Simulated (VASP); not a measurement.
Set up this calculation in VASP 6.6.1, as the native input.

| Quantity | Value |
| --- | --- |
| Task | single point |
| Functional | LDA |
| Potentials or basis | VASP PAW LDA potentials, release 64 (Al) |
| Cutoff | 520 eV |
| k mesh | 22 × 22 × 22 |
| Occupations | gaussian, width 0.15 eV |
| Spin | no spin polarisation |
| Dipole correction | no |
| Further INCAR settings | ALGO = Fast; EDIFF = 1e-06; NBANDS = 8 |

The structure of Al lies in POSCAR:

```
Al
1.0
   -1.5435914848      1.5435914848      1.7924184322
    1.5435914848     -1.5435914848      1.7924184322
    1.5435914848      1.5435914848     -1.7924184322
Al
1
Direct
    0.0000000000      0.0000000000      0.0000000000
```

This cell differs from its parent crystal: volume 17.083 Å^3 an atom, c/a of the conventional cell 1.1612.

These files were run (other wordings do the same):

INCAR

```
ALGO = Fast
EDIFF = 1E-6
ENCUT = 520
ISIF = 2
ISMEAR = 0
LASPH = True
LCHARG = False
LREAL = False
LWAVE = False
NBANDS = 8
NELM = 60
PREC = Accurate
SIGMA = 0.15
```

KPOINTS

```
k-points
0
Gamma
  22 22 22
```

Potentials or basis: VASP PAW LDA potentials, release 64 (Al).

Launch:

```console
$ cat potpaw_LDA.64/Al/POTCAR > POTCAR
$ mpirun -np 1 vasp_std > vasp.out
```

Results of the run:

```yaml
Pressure: -3.9 GPa
```

Run time: 31 s on 1 thread of Intel(R) Xeon(R) 6975P-C (Granite Rapids) (shared host), peak memory 0.2 GiB.
